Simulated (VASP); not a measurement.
Set up this calculation in VASP 6.6.1, as the native input.

* Task: single point
* Functional: PBEsol
* Potentials or basis: VASP PAW PBE potentials, release 64 (Al, Ga_d, N)
* Cutoff: 520 eV
* k mesh: 6 × 8 × 6
* Occupations: gaussian, width 0.05 eV
* Spin: no spin polarisation
* Dipole correction: no
* Further INCAR settings: ALGO = Normal; EDIFF = 1e-07; NBANDS = 41

The structure of AlGa3N4 lies in POSCAR:

```
AlGa3N4
1.0
    5.2194864674      0.0000000000      0.0001251478
    0.0000000000      3.2124595726      0.0000000000
   -0.0036394751      0.0000000000      5.6428489618
Al Ga N
1 3 4
Direct
    0.0006034227      0.5000000000      0.6673576245
    0.4991167030      0.5000000000      0.3349195796
    0.4990273845      0.0000000000      0.8315570005
    0.9998617813      0.0000000000      0.1661805284
    0.1196687538      0.5000000000      0.3400974154
    0.1176459792      0.0000000000      0.8263760592
    0.6204436392      0.0000000000      0.1662162869
    0.6312323464      0.5000000000      0.6672965055
```

This cell differs from its parent crystal: strain +0.015 along x and y, +0.030 along z.

One way to write it, as run:

INCAR

```
SYSTEM = AlGa3N4
ALGO = Normal ; EDIFF = 1E-7
ENCUT = 520 ; GGA = PS
ISIF = 2 ; ISMEAR = 0
LASPH = .TRUE. ; LCHARG = .FALSE.
LREAL = .FALSE. ; LWAVE = .FALSE.
NBANDS = 41 ; NELM = 80
PREC = Accurate ; SIGMA = 0.05
```

KPOINTS

```
k-points
0
G
  6 8 6
  0 0 0
```

Potentials or basis: VASP PAW PBE potentials, release 64 (Al, Ga_d, N).

Run with:

```sh
$ cat potpaw_PBE.64/Al/POTCAR potpaw_PBE.64/Ga_d/POTCAR potpaw_PBE.64/N/POTCAR > POTCAR
$ mpirun -np 1 vasp_std > vasp.out
```

It gave:

```
Pressure               : -10.1 GPa
Largest force          : 0.132 eV/Å
Band gap on the k mesh : 1.95 eV
```

Caveat: the cell differs from its parent crystal (strain +0.015 along x and y, +0.030 along z); the cell stands under tension; the PAW data sets were made with another functional, which shifts forces and pressure a little.

Wall time 4.3 min on 1 thread of Intel(R) Xeon(R) Platinum 8488C (Sapphire Rapids) (shared host), peak memory 0.41 GiB.
